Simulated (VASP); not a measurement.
# MgW (Pm-3m) in VASP: single point with PBE

Aim: the single point of MgW with PBE.

Everything below comes from runs of VASP 6.6.1. Logs are shortened: lines on timing, memory, paths and dates and some standing lists are left out, and cuts for length are marked.

### 1 The cell of the first run

Symmetry: Pm-3m, No. 221, cubic system. Conventional cell: a = 3.180 Å, b = 3.180 Å, c = 3.180 Å, α = 90.00°, β = 90.00°, γ = 90.00°. Within 3.6 Å of Mg (site symmetry m-3m) lie 8 W at 2.75 Å and 6 Mg at 3.18 Å. Within 3.6 Å of W (site symmetry m-3m) lie 8 Mg at 2.75 Å and 6 W at 3.18 Å.

### 2 Single point, PBE

Contents of INCAR:

```
SYSTEM = MgW
PREC = Accurate
ENCUT = 600
EDIFF = 1E-6
ISMEAR = -1
SIGMA = 0.1
LREAL = .FALSE.
LASPH = .TRUE.
NELM = 120
ALGO = Normal
ISIF = 2
LWAVE = .FALSE.
LCHARG = .FALSE.
GGA = PE
NBANDS = 15
GGA_COMPAT = .FALSE.
```

Contents of KPOINTS:

```
Automatic mesh
0
G
  11 11 11
  0 0 0
```

Contents of POSCAR:

```
MgW
1.0
    3.1803650000      0.0000000000      0.0000000000
    0.0000000000      3.1803650000      0.0000000000
    0.0000000000      0.0000000000      3.1803650000
Mg W
1 1
Direct
    0.0000000000      0.0000000000      0.0000000000
    0.5000000000      0.5000000000      0.5000000000
```

Potentials or basis: VASP PAW PBE potentials, release 64 (Mg, W_sv).

Started as:

```sh
> cat potpaw_PBE.64/Mg/POTCAR potpaw_PBE.64/W_sv/POTCAR > POTCAR
> mpirun -np 1 vasp_std > vasp.out
```

OUTCAR:

```text
SYSTEM = MgW
   PREC = Accurate
   ENCUT = 600
   EDIFF = 1E-6
   ISMEAR = -1
   LREAL = .FALSE.
   LASPH = .TRUE.
   NELM = 120
   ISIF = 2
   GGA = PE

 ion  position               nearest neighbor table
   1  0.000  0.000  0.000-   2 2.75   2 2.75   2 2.75   2 2.75   2 2.75   2 2.75   2 2.75   2 2.75

   2  0.500  0.500  0.500-   1 2.75   1 2.75   1 2.75   1 2.75   1 2.75   1 2.75   1 2.75   1 2.75

  LATTYP: Found a simple cubic cell.
 ALAT       =     3.1803650000

  Lattice vectors:

 A1 = (   3.1803650000,   0.0000000000,   0.0000000000)
 A2 = (   0.0000000000,   3.1803650000,   0.0000000000)
 A3 = (   0.0000000000,   0.0000000000,   3.1803650000)

Analysis of symmetry for initial positions (statically):
=====================================================================
 Subroutine PRICEL returns:
 Original cell was already a primitive cell.

 Routine SETGRP: Setting up the symmetry group for a
 simple cubic supercell.

 Subroutine GETGRP returns: Found 48 space group operations
 (whereof 48 operations were pure point group operations)
 out of a pool of 48 trial point group operations.

The static configuration has the point symmetry O_h .

Analysis of symmetry for dynamics (positions and initial velocities):
=====================================================================
 Subroutine PRICEL returns:
 Original cell was already a primitive cell.

 Routine SETGRP: Setting up the symmetry group for a
 simple cubic supercell.

 Subroutine GETGRP returns: Found 48 space group operations
 (whereof 48 operations were pure point group operations)
 out of a pool of 48 trial point group operations.

The dynamic configuration has the point symmetry O_h .

 Subroutine INISYM returns: Found 48 space group operations
 (whereof 48 operations are pure point group operations),
 and found     1 'primitive' translations

----------------------------------------------------------------------------------------

                                     Primitive cell

  volume of cell :      32.1685

  direct lattice vectors                    reciprocal lattice vectors
     3.180365000  0.000000000  0.000000000     0.314429319  0.000000000  0.000000000
     0.000000000  3.180365000  0.000000000     0.000000000  0.314429319  0.000000000
     0.000000000  0.000000000  3.180365000     0.000000000  0.000000000  0.314429319

  length of vectors
     3.180365000  3.180365000  3.180365000     0.314429319  0.314429319  0.314429319

  position of ions in fractional coordinates (direct lattice)
     0.000000000  0.000000000  0.000000000
     0.500000000  0.500000000  0.500000000

  ion indices of the primitive-cell ions
   primitive index   ion index
                 1           1
                 2           2

----------------------------------------------------------------------------------------

 KPOINTS: Automatic mesh

Automatic generation of k-mesh.
 Grid dimensions read from file:
 generate k-points for:   11   11   11

 Generating k-lattice:

  Cartesian coordinates                     Fractional coordinates (reciprocal lattice)
     0.028584484  0.000000000  0.000000000     0.090909091  0.000000000  0.000000000
     0.000000000  0.028584484  0.000000000     0.000000000  0.090909091  0.000000000
     0.000000000  0.000000000  0.028584484     0.000000000  0.000000000  0.090909091

  Length of vectors
     0.028584484  0.028584484  0.028584484

  Shift w.r.t. Gamma in fractional coordinates (k-lattice)
     0.000000000  0.000000000  0.000000000

 Subroutine IBZKPT returns following result:
 ===========================================

 Found     56 irreducible k-points:

 Following reciprocal coordinates:
            Coordinates               Weight
  0.000000  0.000000  0.000000      1.000000
  0.090909  0.000000  0.000000      6.000000
  0.181818  0.000000  0.000000      6.000000
  0.272727  0.000000  0.000000      6.000000
  0.363636  0.000000  0.000000      6.000000
  0.454545  0.000000  0.000000      6.000000
[... 16 lines left out ...]
  0.181818  0.090909  0.090909     24.000000
  0.272727  0.090909  0.090909     24.000000
 [... further k-points ...]
   k-points           NKPTS =     56   k-points in BZ     NKDIM =     56   number of bands    NBANDS=     15
   number of dos      NEDOS =    301   number of ions     NIONS =      2
   total plane-waves  NPLWV =  21952
   dimension x,y,z NGX =    28 NGY =   28 NGZ =   28
   dimension x,y,z NGXF=    56 NGYF=   56 NGZF=   56
   ions per type =               1   1
   NGX,Y,Z   is equivalent  to a cutoff of  14.64, 14.64, 14.64 a.u.
   NGXF,Y,Z  is equivalent  to a cutoff of  29.27, 29.27, 29.27 a.u.
 SYSTEM =  MgW
   PREC   = accura    normal or accurate (medium, high low for compatibility)
   ISTART =      0    job   : 0-new  1-cont  2-samecut
   ICHARG =      2    charge: 1-file 2-atom 10-const
   ISPIN  =      1    spin polarized calculation?
   LNONCOLLINEAR =      F non collinear calculations
   LSORBIT =      F    spin-orbit coupling
   LASPH  =      T    aspherical Exc in radial PAW
   ENCUT  =  600.0 eV  44.10 Ry    6.64 a.u.   6.35  6.35  6.35*2*pi/ulx,y,z
   NELM   =    120;   NELMIN=  2; NELMDL= -5     # of ELM steps
   EDIFF  = 0.1E-05   stopping-criterion for ELM
   LREAL  =      F    real-space projection
   EDIFFG = 0.1E-04   stopping-criterion for IOM
   NSW    =      0    number of steps for IOM
   IBRION =     -1    ionic relax: 0-MD 1-quasi-New 2-CG
   NFREE  =      0    steps in history (QN), initial steepest desc. (CG)
   ISIF   =      2    stress and relaxation
   ISYM   =      2    0-nonsym 1-usesym 2-fastsym
   POTIM  = 0.5000    time-step for ionic-motion
   TEBEG  =    0.0;   TEEND  =   0.0 temperature during run
   PSTRESS=    0.0 pullay stress
   NELECT =      16.0000    total number of electrons
   NUPDOWN=      -1.0000    fix difference up-down
   EMIN   =  10.00;   EMAX   =-10.00  energy-range for DOS
   EFERMI =   0.00;   METHOD = LEGACY
   ISMEAR =    -1;   SIGMA  =   0.10  broadening in eV -4-tet -1-fermi 0-gaus
   EFERMI_NEDOS =   21; number of points for ismear=-14 and -15
   IALGO  =     38    algorithm
   IMIX   =      4    mixing-type and parameters
     AMIX     =   0.40;   BMIX     =  1.00
     AMIX_MAG =   1.60;   BMIX_MAG =  1.00
  volume/ion in A,a.u.               =      16.08       108.54
  Fermi-wavevector in a.u.,A,eV,Ry     =   1.297093  2.451151 22.891134  1.682451
  Thomas-Fermi vector in A             =   2.428508
   LORBIT       =      0    0 simple, 1 ext, 2 COOP (PROOUT), +10 PAW based schemes
   GGA     = PE    functional components
   LHFCALC =     F    Hartree Fock is set to
   AEXX    =    0.0000 exact exchange contribution
   IVDW    =     0    specifies the selected vdW correction
   LEPSILON=     F    determine dielectric tensor
   LRPA    =     F    only Hartree local field effects (RPA)
 non-spin polarized calculation
  energy-cutoff  :      600.00
  volume of cell :       32.17
 maximum number of plane-waves:      1088
 NGX is ok and might be reduce to    28
   NGX = 13   NGY = 13   NGZ = 13

 number of electron      15.9999998 magnetization

 Free energy of the ion-electron system (eV)
  ---------------------------------------------------
  ext. energy  EPLUGINS =         0.00000000
  ---------------------------------------------------
  free energy    TOTEN  =       -12.27382755 eV

  energy without entropy =      -12.20342560  energy(sigma->0) =      -12.23862658

 E-fermi :   7.2702     XC(G=0): -11.6885

 val. band max:        7.2626447363   @ k =   0.4545   0.2727   0.0000
 cond. band min:       7.3076503545   @ k =   0.3636   0.0000   0.0000
 fundamental gap:      0.0450056182
 Fermi energy:         7.2702499484

 k-point     1 :       0.0000    0.0000    0.0000
  band No.  band energies     occupation
      1     -66.5749      2.00000
      2     -30.6755      2.00000
      3     -30.6755      2.00000
      4     -30.6755      2.00000
      5      -1.1312      2.00000
      6       4.5063      2.00000
      7       4.5063      2.00000
      8       9.0456      0.00000
      9       9.0456      0.00000
     10       9.0456      0.00000
     11      14.2824      0.00000
     12      14.2824      0.00000
     13      14.2824      0.00000
     14      19.2544      0.00000
     15      19.2544      0.00000

 k-point     2 :       0.0909    0.0000    0.0000
  band No.  band energies     occupation
      1     -66.5743      2.00000
      2     -30.6926      2.00000
      3     -30.6741      2.00000
      4     -30.6741      2.00000
      5      -0.9753      2.00000
      6       4.5620      2.00000
      7       4.5808      2.00000
      8       8.8154      0.00000
      9       8.8154      0.00000
     10       9.0684      0.00000
     11      13.6415      0.00000
     12      14.5980      0.00000
     13      14.5980      0.00000
     14      18.6554      0.00000
     15      19.6558      0.00000

 k-point     3 :       0.1818    0.0000    0.0000
  band No.  band energies     occupation
      1     -66.5726      2.00000
      2     -30.7384      2.00000
      3     -30.6704      2.00000
      4     -30.6704      2.00000
      5      -0.5258      2.00000
      6       4.7180      2.00000
      7       4.7434      2.00000
      8       8.2929      0.00007
      9       8.2929      0.00007
     10       9.1304      0.00000
     11      12.4346      0.00000
     12      15.3629      0.00000
     13      15.3629      0.00000
     14      17.4338      0.00000
     15      20.1572      0.00000
[... 343 lines left out ...]
 k-point    23 :       0.1818    0.0909    0.0909
  band No.  band energies     occupation
      1     -66.5713      2.00000
      2     -30.7354      2.00000
      3     -30.6865      2.00000
      4     -30.6854      2.00000
      5      -0.2203      2.00000
      6       4.8593      2.00000
      7       4.8863      2.00000
      8       7.9772      0.00170
      9       8.0839      0.00059
     10       8.6803      0.00000
     11      13.0037      0.00000
     12      14.9212      0.00000
     13      14.9724      0.00000
     14      18.1309      0.00000
     15      20.2553      0.00000

 k-point    24 :       0.2727    0.0909    0.0909
  band No.  band energies     occupation
      1     -66.5690      2.00000
      2     -30.7944      2.00000
      3     -30.6814      2.00000
      4     -30.6805      2.00000
      5       0.4622      2.00000
      6       4.9235      2.00000
      7       5.0809      2.00000
      8       7.4829      0.21301
      9       7.5313      0.13699
     10       8.7658      0.00000
     11      11.9187      0.00000
     12      15.6712      0.00000
     13      15.6913      0.00000
     14      17.2246      0.00000
     15      21.2974      0.00000

 [... further k-points ...]

------------------------ aborting loop because EDIFF is reached ----------------------------------------

  FORCE on cell =-STRESS in cart. coord.  units (eV):
  Direction    XX          YY          ZZ          XY          YZ          ZX
  --------------------------------------------------------------------------------------
  -------------------------------------------------------------------------------------
  Total        1.5509088      1.5509088      1.5509088     -0.0000000      0.0000000     -0.0000000
  in kB       77.2442125     77.2442125     77.2442125     -0.0000000      0.0000000     -0.0000000
  external PRESSURE =      77.2442125 kB  Pullay stress =       0.0000000 kB

 VOLUME and BASIS-vectors are now :
 -----------------------------------------------------------------------------
  energy-cutoff  :      600.00
  volume of cell :       32.17
      direct lattice vectors                 reciprocal lattice vectors
     3.180365000  0.000000000  0.000000000     0.314429319  0.000000000  0.000000000
     0.000000000  3.180365000  0.000000000     0.000000000  0.314429319  0.000000000
     0.000000000  0.000000000  3.180365000     0.000000000  0.000000000  0.314429319

 POSITION                                       TOTAL-FORCE (eV/Angst)
 -----------------------------------------------------------------------------------
      0.00000      0.00000      0.00000         0.000000      0.000000      0.000000
      1.59018      1.59018      1.59018         0.000000      0.000000      0.000000
 -----------------------------------------------------------------------------------
    total drift:                                0.000000      0.000000      0.000000

  FREE ENERGIE OF THE ION-ELECTRON SYSTEM (eV)
  ---------------------------------------------------
  free  energy   TOTEN  =       -12.2738275533 eV

  energy  without entropy=      -12.2034255991  energy(sigma->0) =      -12.23862658
```

Run time: 12 s. Hardware: 1 thread of AMD EPYC 9R45 (Zen 5), shared host; peak memory 0.15 GiB.

What came out:

| Quantity | Value |
| --- | --- |
| Free energy | -12.2738 eV |
| Pressure | 7.7 GPa |
| Band gap on the k mesh | zero (bands 8 and 9 overlap by 3.02 eV) |

Caveat: the cell stands under pressure; spin-orbit coupling is left out, which moves the levels of the heavy elements.

The gap in the log of VASP goes by the Fermi energy; the results here count the filled bands.